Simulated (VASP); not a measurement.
Set up this calculation in VASP 6.6.1, as the native input.

```yaml
Task: single point
Functional: PBEsol
Potentials_or_basis: VASP PAW PBE potentials, release 64 (Mg, O)
Cutoff: 520 eV
k_mesh: 9 × 9 × 6
Occupations: gaussian, width 0.02 eV
Spin: no spin polarisation
Dipole_correction: no
Further_INCAR_settings: ALGO = Normal; EDIFF = 1e-07; NBANDS = 16
```

The structure of MgO lies in POSCAR:

```
MgO
1.0
    3.3028386699      0.0000000000      0.0000000000
   -1.6514193350      2.8603421927      0.0000000000
    0.0000000000      0.0000000000      5.0202782649
Mg O
2 2
Direct
    0.3333333333      0.6666666667      0.0037134796
    0.6666666667      0.3333333333      0.5037134796
    0.3333333333      0.6666666667      0.4008865204
    0.6666666667      0.3333333333      0.9008865204
```

These files were run (other wordings do the same):

INCAR

```
ALGO     = Normal         # electronic algorithm
EDIFF    = 1E-7           # SCF threshold, eV
ENCUT    = 520            # plane-wave cutoff, eV
GGA      = PS             # functional
ISIF     = 2              # what is computed and relaxed
ISMEAR   = 0              # smearing method
LASPH    = T              # aspherical terms in the spheres
LCHARG   = F              # write CHGCAR
LREAL    = F              # projectors in reciprocal space
LWAVE    = F              # write WAVECAR
NBANDS   = 16             # bands
NELM     = 80             # most SCF steps
PREC     = Accurate       # precision mode
SIGMA    = 0.02           # smearing width, eV
```

KPOINTS

```
k-points
0
Gamma
  9 9 6
```

Potentials or basis: VASP PAW PBE potentials, release 64 (Mg, O).

Launch:

```sh
$ cat potpaw_PBE.64/Mg/POTCAR potpaw_PBE.64/O/POTCAR > POTCAR
$ mpirun -np 1 vasp_std > vasp.out
```

Results of the run:

- Pressure: -0.3 GPa
- Band gap on the k mesh: 3.36 eV, direct

Caveat: the PAW data sets were made with another functional, which shifts forces and pressure a little.

Run time: 76 s on 1 thread of AMD EPYC 7R13, with other jobs on the host, peak memory 0.16 GiB.
